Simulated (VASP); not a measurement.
Here is a VASP 6.6.1 calculation.

File INCAR:

```
PREC     = Accurate       # precision mode
ENCUT    = 520            # plane-wave cutoff, eV
EDIFF    = 1E-7           # SCF threshold, eV
ISMEAR   = -1             # smearing method
SIGMA    = 0.05           # smearing width, eV
LREAL    = False          # projectors in reciprocal space
LASPH    = True           # aspherical terms in the spheres
NELM     = 60             # most SCF steps
ALGO     = Normal         # electronic algorithm
ISIF     = 2              # what is computed and relaxed
LWAVE    = False          # write WAVECAR
LCHARG   = False          # write CHGCAR
GGA      = RP             # functional
IVDW     = 12             # dispersion correction
NBANDS   = 15             # bands
```

File KPOINTS:

```
regular mesh
0
Gamma
  10 10 8
```

The input POSCAR:

```
HfB2
1.0
    3.0375843171      0.0000000000      0.0000000000
   -1.5187921586      2.6306251848      0.0000000000
    0.0000000000      0.0000000000      3.3295566205
Hf B
1 2
Direct
    0.0000000000      0.0000000000      0.0000000000
    0.6666666667      0.3333333333      0.5000000000
    0.3333333333      0.6666666667      0.5000000000
```

Potentials or basis: VASP PAW PBE potentials, release 64 (Hf_pv, B).

Run with:

```bash
$ cat potpaw_PBE.64/Hf_pv/POTCAR potpaw_PBE.64/B/POTCAR > POTCAR
$ mpirun -np 1 vasp_std > vasp.out
```

Q: Estimate the dispersion energy per atom.

A: -2.315 eV.

Q: What does it give for the band gap on the k mesh?

A: Zero (band 8 reaches 9.22 eV, above the bottom of band 9 at 8.39 eV).

Stress tensor (GPa, compression positive):
```
-0.33  0.00  0.00
 0.00 -0.33  0.00
 0.00  0.00  0.44
```

Caveat: the PAW data sets were made with another functional, which shifts forces and pressure a little; spin-orbit coupling is left out, which moves the levels of the heavy elements; pairwise dispersion overbinds metals, which lowers pressure and volume.
